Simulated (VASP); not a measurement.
Wanted: the native input for a VASP 6.6.1 run.

* Task: relaxation of cell and atoms
* Functional: PBE
* Potentials or basis: VASP PAW PBE potentials, release 64 (Te, As)
* Cutoff: 600 eV
* k mesh: 4 × 4 × 4
* Occupations: gaussian, width 0.1 eV
* Spin: no spin polarisation
* Dipole correction: no
* Further INCAR settings: ALGO = Normal; EDIFF = 1e-06; IBRION = 2; EDIFFG = -0.04; NSW = 90; ISIF = 3

The structure of Te2As3 lies in POSCAR:

```
Te2As3
1.0
    4.4297172300      0.0000000000      0.0000000000
    0.0000000000      4.4297172300      0.0000000000
    0.0000000000      0.0000000000      6.5244367600
Te As
2 3
Direct
    0.0000000000      0.0000000000      0.7211286400
    0.5000000000      0.5000000000      0.2898103300
    0.5000000000      0.0000000000      0.9934612500
    0.0000000000      0.5000000000      0.9934612500
    0.0000000000      0.0000000000      0.2721384500
```

These files were run (other wordings do the same):

INCAR

```
PREC     = Accurate       # precision mode
ENCUT    = 600            # plane-wave cutoff, eV
EDIFF    = 1E-6           # SCF threshold, eV
ISMEAR   = 0              # smearing method
SIGMA    = 0.1            # smearing width, eV
LREAL    = F              # projectors in reciprocal space
LASPH    = T              # aspherical terms in the spheres
NELM     = 60             # most SCF steps
ALGO     = Normal         # electronic algorithm
ISIF     = 3              # what is computed and relaxed
LWAVE    = F              # write WAVECAR
LCHARG   = F              # write CHGCAR
GGA      = PE             # functional
IBRION   = 2              # ionic algorithm
NSW      = 90             # ionic steps
EDIFFG   = -0.04          # ionic threshold
```

KPOINTS

```
regular mesh
0
Gamma
  4 4 4
```

Potentials or basis: VASP PAW PBE potentials, release 64 (Te, As).

Launch:

```bash
$ cat potpaw_PBE.64/Te/POTCAR potpaw_PBE.64/As/POTCAR > POTCAR
$ mpirun -np 1 vasp_std > vasp.out
```

It gave:

```yaml
Relaxed_volume: 30.08 Å³/atom
Relaxed_cell: a = 4.100 Å, b = 4.100 Å, c = 8.946 Å, α = 90.00°, β = 90.00°, γ = 90.00°
Space_group_after_relaxing_to_0.05_Å: P4mm (No. 99)
Energy_gained_by_relaxing: 315.3 meV/atom
Ionic_steps: 64
Pressure_after_relaxing: 0.1 GPa
Largest_force_after_relaxing: 0.007 eV/Å
```

Caveat: the volume moved by over 15 % at a fixed basis, so the end points are rough; this functional lacks dispersion, which binds the layers, so the pressure and a relaxed spacing across them are unreliable.

It took 19 min on 1 thread of Intel(R) Xeon(R) 6975P-C (Granite Rapids), on a shared host, peak memory 0.29 GiB.
